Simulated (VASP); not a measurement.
# HCl in VASP: notebook

Runs on HCl. Level: PBE+D3(BJ). Tasks: single point.

All numbers are computed with VASP 6.6.1; they aren't measurements. Logs are shortened: lines on timing, memory, paths and dates and some standing lists are left out, and cuts for length are marked.

## 1. The cell of the first run

The cell holds a disordered packing, 24 atoms: a = 8.490 Å, b = 8.490 Å, c = 8.490 Å, α = 90.00°, β = 90.00°, γ = 90.00°.

## 2. Single point, PBE+D3(BJ)

Contents of INCAR:

```
PREC = Accurate ; ENCUT = 520
EDIFF = 1E-6 ; ISMEAR = -1
SIGMA = 0.02 ; LREAL = Auto
LASPH = True ; NELM = 80
ALGO = Normal ; ISIF = 2
LWAVE = False ; LCHARG = True
GGA = PE ; IVDW = 12
LELF = True ; LVHAR = True
NBANDS = 66
```

Contents of KPOINTS:

```
regular mesh
0
Gamma
  1 1 1
```

Contents of POSCAR:

```
HCl
1.0
    8.4901850000      0.0000000000      0.0000000000
    0.0000000000      8.4901850000      0.0000000000
    0.0000000000      0.0000000000      8.4901850000
Cl H
12 12
Direct
    0.5445124928      1.0049082216      1.0005029681
    0.3144371742      0.5281453150      0.3467791693
    0.1259183559      0.2398354120      0.6539689519
    0.1970192787      0.0940620176      0.2638295674
    0.7236340070      0.6907991107      0.8416639109
    0.1821510540      0.7866508364      0.9654923694
    0.8851687357      0.2346617082      0.9967201740
    0.7337420466      0.5038687763      0.2616307061
    0.7567464014      0.1593033305      0.4958046908
    0.4226723244      0.3890492485      0.9605686489
   -0.0009220717      0.7124008384      0.5408374460
    0.4144100966      0.8576535392      0.5898380182
    0.4098791416      0.9295813664      0.9860726483
    0.2858705709      0.4549022591      0.2148038279
   -0.0100572909      0.2158640555      0.5818431113
    0.2293811184      0.1373757497      0.4073956032
    0.7760531950      0.5593700632      0.7848521092
    0.1788219416      0.7632326826      0.8139163641
    0.9796622800      0.1921243878      0.8822674941
    0.6313855533      0.4663426476      0.1532355119
    0.7446399769      0.2776945210      0.3948489262
    0.4569435894      0.2378077850      0.9757040963
    0.1055257191      0.6497178477      0.4485513492
    0.5478265091      0.8034626801      0.6457053372
```

Potentials or basis: VASP PAW PBE potentials, release 64 (Cl, H).

Command:

```bash
$ cat potpaw_PBE.64/Cl/POTCAR potpaw_PBE.64/H/POTCAR > POTCAR
$ mpirun -np 1 vasp_gam > vasp.out
```

OUTCAR:

```text
PREC = Accurate
   ENCUT = 520
   EDIFF = 1E-6
   ISMEAR = -1
   LREAL = Auto
   LASPH = True
   NELM = 80
   ISIF = 2
   GGA = PE
   IVDW = 12
 IVDW          = 12

 ion  position               nearest neighbor table
   1  0.545  0.005  0.001-  13 1.32
   2  0.314  0.528  0.347-  14 1.30
   3  0.126  0.240  0.654-  15 1.32
   4  0.197  0.094  0.264-  16 1.30
   5  0.724  0.691  0.842-  17 1.29
   6  0.182  0.787  0.965-  18 1.30
[... 16 lines left out ...]
  23  0.106  0.650  0.449-  11 1.31
  24  0.548  0.803  0.646-  12 1.31

  LATTYP: Found a simple cubic cell.
 ALAT       =     8.4901850000

  Lattice vectors:

 A1 = (   8.4901850000,   0.0000000000,   0.0000000000)
 A2 = (   0.0000000000,   8.4901850000,   0.0000000000)
 A3 = (   0.0000000000,   0.0000000000,   8.4901850000)

Analysis of symmetry for initial positions (statically):
=====================================================================
 Subroutine PRICEL returns:
 Original cell was already a primitive cell.

 Routine SETGRP: Setting up the symmetry group for a
 simple cubic supercell.

 Subroutine GETGRP returns: Found  1 space group operations
 (whereof  1 operations were pure point group operations)
 out of a pool of 48 trial point group operations.

The static configuration has the point symmetry C_1 .

Analysis of symmetry for dynamics (positions and initial velocities):
=====================================================================
 Subroutine PRICEL returns:
 Original cell was already a primitive cell.

 Routine SETGRP: Setting up the symmetry group for a
 simple cubic supercell.

 Subroutine GETGRP returns: Found  1 space group operations
 (whereof  1 operations were pure point group operations)
 out of a pool of 48 trial point group operations.

The dynamic configuration has the point symmetry C_1 .

 Subroutine INISYM returns: Found  1 space group operations
 (whereof  1 operations are pure point group operations),
 and found     1 'primitive' translations

----------------------------------------------------------------------------------------

                                     Primitive cell

  volume of cell :     612.0001

  direct lattice vectors                    reciprocal lattice vectors
     8.490185000  0.000000000  0.000000000     0.117783064  0.000000000  0.000000000
     0.000000000  8.490185000  0.000000000     0.000000000  0.117783064  0.000000000
     0.000000000  0.000000000  8.490185000     0.000000000  0.000000000  0.117783064

  length of vectors
     8.490185000  8.490185000  8.490185000     0.117783064  0.117783064  0.117783064

  position of ions in fractional coordinates (direct lattice)
     0.544512493  0.004908222  0.000502968
     0.314437174  0.528145315  0.346779169
     0.125918356  0.239835412  0.653968952
     0.197019279  0.094062018  0.263829567
     0.723634007  0.690799111  0.841663911
     0.182151054  0.786650836  0.965492369
[... 16 lines left out ...]
     0.105525719  0.649717848  0.448551349
     0.547826509  0.803462680  0.645705337

  ion indices of the primitive-cell ions
   primitive index   ion index
                 1           1
                 2           2
                 3           3
                 4           4
                 5           5
                 6           6
[... 16 lines left out ...]
                23          23
                24          24

----------------------------------------------------------------------------------------

 KPOINTS: regular mesh

Automatic generation of k-mesh.
 Grid dimensions read from file:
 generate k-points for:    1    1    1

 Generating k-lattice:

  Cartesian coordinates                     Fractional coordinates (reciprocal lattice)
     0.117783064  0.000000000  0.000000000     1.000000000  0.000000000  0.000000000
     0.000000000  0.117783064  0.000000000     0.000000000  1.000000000  0.000000000
     0.000000000  0.000000000  0.117783064     0.000000000  0.000000000  1.000000000

  Length of vectors
     0.117783064  0.117783064  0.117783064

  Shift w.r.t. Gamma in fractional coordinates (k-lattice)
     0.000000000  0.000000000  0.000000000

 Subroutine IBZKPT returns following result:
 ===========================================

 Found      1 irreducible k-points:

 Following reciprocal coordinates:
            Coordinates               Weight
  0.000000  0.000000  0.000000      1.000000
   k-points           NKPTS =      1   k-points in BZ     NKDIM =      1   number of bands    NBANDS=     66
   number of dos      NEDOS =    301   number of ions     NIONS =     24
   total plane-waves  NPLWV = 262144
   dimension x,y,z NGX =    64 NGY =   64 NGZ =   64
   dimension x,y,z NGXF=   128 NGYF=  128 NGZF=  128
   ions per type =              12  12
   NGX,Y,Z   is equivalent  to a cutoff of  12.53, 12.53, 12.53 a.u.
   NGXF,Y,Z  is equivalent  to a cutoff of  25.06, 25.06, 25.06 a.u.
 SYSTEM =  unknown system
   PREC   = accura    normal or accurate (medium, high low for compatibility)
   ISTART =      0    job   : 0-new  1-cont  2-samecut
   ICHARG =      2    charge: 1-file 2-atom 10-const
   ISPIN  =      1    spin polarized calculation?
   LNONCOLLINEAR =      F non collinear calculations
   LSORBIT =      F    spin-orbit coupling
   LASPH  =      T    aspherical Exc in radial PAW
   ENCUT  =  520.0 eV  38.22 Ry    6.18 a.u.  15.79 15.79 15.79*2*pi/ulx,y,z
   NELM   =     80;   NELMIN=  2; NELMDL= -5     # of ELM steps
   EDIFF  = 0.1E-05   stopping-criterion for ELM
   LREAL  =      T    real-space projection
   EDIFFG = 0.1E-04   stopping-criterion for IOM
   NSW    =      0    number of steps for IOM
   IBRION =     -1    ionic relax: 0-MD 1-quasi-New 2-CG
   NFREE  =      0    steps in history (QN), initial steepest desc. (CG)
   ISIF   =      2    stress and relaxation
   ISYM   =      2    0-nonsym 1-usesym 2-fastsym
   POTIM  = 0.5000    time-step for ionic-motion
   TEBEG  =    0.0;   TEEND  =   0.0 temperature during run
   PSTRESS=    0.0 pullay stress
   NELECT =      96.0000    total number of electrons
   NUPDOWN=      -1.0000    fix difference up-down
   EMIN   =  10.00;   EMAX   =-10.00  energy-range for DOS
   EFERMI =   0.00;   METHOD = LEGACY
   ISMEAR =    -1;   SIGMA  =   0.02  broadening in eV -4-tet -1-fermi 0-gaus
   EFERMI_NEDOS =   21; number of points for ismear=-14 and -15
   IALGO  =     38    algorithm
   IMIX   =      4    mixing-type and parameters
     AMIX     =   0.40;   BMIX     =  1.00
     AMIX_MAG =   1.60;   BMIX_MAG =  1.00
  volume/ion in A,a.u.               =      25.50       172.08
  Fermi-wavevector in a.u.,A,eV,Ry     =   0.882907  1.668452 10.606068  0.779524
  Thomas-Fermi vector in A             =   2.003601
   LORBIT       =      0    0 simple, 1 ext, 2 COOP (PROOUT), +10 PAW based schemes
   GGA     = PE    functional components
   LHFCALC =     F    Hartree Fock is set to
   AEXX    =    0.0000 exact exchange contribution
   IVDW    =    12    specifies the selected vdW correction
   LEPSILON=     F    determine dielectric tensor
   LRPA    =     F    only Hartree local field effects (RPA)
 non-spin polarized calculation
  energy-cutoff  :      520.00
  volume of cell :      612.00
 maximum number of plane-waves:      8260
 NGX is ok and might be reduce to    64
   NGX = 31   NGY = 31   NGZ = 31

 number of electron      96.0000007 magnetization

 Free energy of the ion-electron system (eV)
  ---------------------------------------------------
  ext. energy  EPLUGINS =         0.00000000
  ---------------------------------------------------
  free energy    TOTEN  =       -74.31172469 eV

  energy without entropy =      -74.31172469  energy(sigma->0) =      -74.31172469

 E-fermi :  -3.0576     XC(G=0):  -6.0903

 val. band max:       -3.6162200480   @ k =   0.0000   0.0000   0.0000
 cond. band min:       1.8518318019   @ k =   0.0000   0.0000   0.0000
 fundamental gap:      5.4680518499
 Fermi energy:        -3.0576125124

 k-point     1 :       0.0000    0.0000    0.0000
  band No.  band energies     occupation
      1     -17.7460      2.00000
      2     -17.6423      2.00000
      3     -17.5370      2.00000
      4     -17.5121      2.00000
      5     -17.4634      2.00000
      6     -17.4569      2.00000
[... 52 lines left out ...]
     59       4.0785      0.00000
     60       4.2606      0.00000
 [bands above 60 left out]

------------------------ aborting loop because EDIFF is reached ----------------------------------------

 Edisp (eV)   -1.47355

 E8    (eV) :    -0.4376

  FORCE on cell =-STRESS in cart. coord.  units (eV):
  Direction    XX          YY          ZZ          XY          YZ          ZX
  --------------------------------------------------------------------------------------
  -------------------------------------------------------------------------------------
  Total      -1.00604    -1.44524    -1.55661    -0.06352     0.20658    -0.96962
  in kB      -2.63375    -3.78355    -4.07510    -0.16629     0.54082    -2.53840
  external pressure =       -3.50 kB  Pullay stress =        0.00 kB

 VOLUME and BASIS-vectors are now :
 -----------------------------------------------------------------------------
  energy-cutoff  :      520.00
  volume of cell :      612.00
      direct lattice vectors                 reciprocal lattice vectors
     8.490185000  0.000000000  0.000000000     0.117783064  0.000000000  0.000000000
     0.000000000  8.490185000  0.000000000     0.000000000  0.117783064  0.000000000
     0.000000000  0.000000000  8.490185000     0.000000000  0.000000000  0.117783064

 POSITION                                       TOTAL-FORCE (eV/Angst)
 -----------------------------------------------------------------------------------
      4.62301      0.04167      0.00427        -0.191442     -0.124645     -0.015580
      2.66963      4.48405      2.94422        -0.025276     -0.079887     -0.185979
      1.06907      2.03625      5.55232        -0.097197     -0.036392     -0.028289
      1.67273      0.79860      2.23996         0.055647      0.061335      0.209665
      6.14379      5.86501      7.14588         0.062667     -0.143481     -0.057009
      1.54650      6.67881      8.19721        -0.001812     -0.032324     -0.184505
[... 16 lines left out ...]
      0.89593      5.51622      3.80828        -0.080769      0.038579      0.075393
      4.65115      6.82155      5.48216        -0.365011      0.105632     -0.069552
 -----------------------------------------------------------------------------------
    total drift:                                0.002984     -0.002818     -0.002783

  FREE ENERGIE OF THE ION-ELECTRON SYSTEM (eV)
  ---------------------------------------------------
  free  energy   TOTEN  =       -75.7852782574 eV

  energy  without entropy=      -75.7852782574  energy(sigma->0) =      -75.78527826
```

It took 64 s on 1 thread of Intel Xeon Platinum 8488C (Sapphire Rapids), shared host; peak memory 0.52 GiB.

What came out:

* Free energy: -75.7853 eV
* Pressure: -0.3 GPa
* Largest force: 0.395 eV/Å
* Dispersion energy per atom: -0.061 eV

Forces in eV/Å, atoms in the order of the input:
```
Cl  -0.191 -0.125 -0.016
Cl  -0.025 -0.080 -0.186
Cl  -0.097 -0.036 -0.028
Cl   0.056  0.061  0.210
Cl   0.063 -0.143 -0.057
Cl  -0.002 -0.032 -0.185
Cl   0.231 -0.110 -0.293
Cl  -0.095 -0.031 -0.096
Cl  -0.033  0.270 -0.253
Cl   0.031 -0.085  0.016
Cl   0.073 -0.045 -0.064
Cl   0.357 -0.138  0.099
H    0.153  0.091  0.024
H    0.014  0.079  0.186
H    0.095 -0.006  0.062
H   -0.060 -0.075 -0.216
H   -0.057  0.123  0.054
H    0.021  0.060  0.161
H   -0.199  0.149  0.235
H    0.079  0.031  0.101
H    0.037 -0.206  0.237
H   -0.003  0.103  0.002
H   -0.081  0.039  0.075
H   -0.365  0.106 -0.070
```

Stress tensor (GPa, compression positive):
```
-0.26 -0.02 -0.25
-0.02 -0.38  0.05
-0.25  0.05 -0.41
```

Caveat: the k points lie up to 0.74 Å⁻¹ apart.

## 3. Single point, PBE+D3(BJ)

Contents of INCAR:

```
SYSTEM = HCl
ALGO = Normal
EDIFF = 1E-6
ENCUT = 520
GGA = PE
ISIF = 2
ISMEAR = -1
IVDW = 12
LASPH = .True.
LCHARG = .False.
LREAL = Auto
LWAVE = .False.
NBANDS = 66
NELM = 60
PREC = Accurate
SIGMA = 0.02
```

Contents of KPOINTS:

```
k-points
0
Gamma
  1 1 1
  0 0 0
```

Contents of POSCAR:

```
HCl
1.0
    8.4901850000      0.0000000000      0.0000000000
    0.0000000000      8.4901850000      0.0000000000
    0.0000000000      0.0000000000      8.4901850000
Cl H
12 12
Direct
    0.5355006987      0.9961267040      1.0105315726
    0.2784744973      0.5295408757      0.3469889054
    0.1397967182      0.2186878142      0.6575003960
    0.1713390226      0.0652282606      0.2705359188
    0.7201256510      0.6940955939      0.8537740933
    0.2106078961      0.7855659211      0.9706148924
    0.8684380847      0.2347534241      1.0132405831
    0.7386058137      0.4949008767      0.2752236848
    0.7400545453      0.1470403766      0.4892708463
    0.4176823002      0.3952210700      0.9710035765
   -0.0138984015      0.7138595920      0.5434863905
    0.4380352136      0.8817593492      0.5843453352
    0.4222640614      0.8940559010      0.9910149190
    0.2601003394      0.4257739967      0.2353187828
   -0.0101529001      0.2037882567      0.6174541544
    0.1637891283      0.1400793976      0.4049263944
    0.7756839221      0.5672432344      0.7862961761
    0.2449298808      0.8481911760      0.8380853892
    0.9681650046      0.2559661539      0.9041734662
    0.6168416825      0.5046533144      0.1887238028
    0.7386882618      0.2859066086      0.4287656865
    0.4891883981      0.2615019578      0.9945719675
    0.1071001397      0.6973699631      0.4507440062
    0.5339812972      0.8228324824      0.6932122209
```

Potentials or basis: VASP PAW PBE potentials, release 64 (Cl, H).

Command:

```bash
$ cat potpaw_PBE.64/Cl/POTCAR potpaw_PBE.64/H/POTCAR > POTCAR
$ mpirun -np 1 vasp_gam > vasp.out
```

Run time: 64 s. Hardware: 1 thread of Intel Xeon Platinum 8488C (Sapphire Rapids), shared host; peak memory 0.5 GiB.

Results (log left out):

* Free energy: -75.2711 eV
* Pressure: 0.2 GPa
* Largest force: 0.814 eV/Å
* Dispersion energy per atom: -0.061 eV

Forces in eV/Å, atoms in the order of the input:
```
Cl   0.590  0.158  0.056
Cl   0.311 -0.325 -0.239
Cl  -0.632  0.037  0.017
Cl   0.039  0.164  0.195
Cl   0.257 -0.417 -0.162
Cl  -0.265 -0.337  0.302
Cl  -0.379 -0.093  0.340
Cl   0.530  0.338  0.478
Cl   0.218 -0.393  0.380
Cl   0.063  0.032  0.022
Cl   0.078  0.181  0.024
Cl   0.299 -0.378  0.656
H   -0.196  0.063  0.248
H   -0.019  0.213  0.143
H    0.390 -0.057  0.012
H    0.058 -0.195 -0.193
H   -0.250  0.430  0.199
H   -0.071  0.116 -0.653
H    0.531  0.014 -0.527
H   -0.594 -0.079 -0.396
H   -0.090  0.400 -0.306
H   -0.185 -0.067 -0.066
H   -0.310 -0.026  0.102
H   -0.373  0.223 -0.631
```

Stress tensor (GPa, compression positive):
```
 0.30  0.11 -0.29
 0.11  0.13 -0.01
-0.29 -0.01  0.25
```

Levels at points of the mesh, in eV from the Fermi level:
| k point | band 44 | band 45 | band 46 | band 47 | band 48 | band 49 | band 50 | band 51 | band 52 | band 53 |
| --- | --- | --- | --- | --- | --- | --- | --- | --- | --- | --- |
| (0.00, 0.00, 0.00) | -0.79 | -0.71 | -0.63 | -0.55 | -0.51 | 4.83 | 5.94 | 6.03 | 6.08 | 6.25 |

Caveat: the k points lie up to 0.74 Å⁻¹ apart.

[end of part 1 of 2]
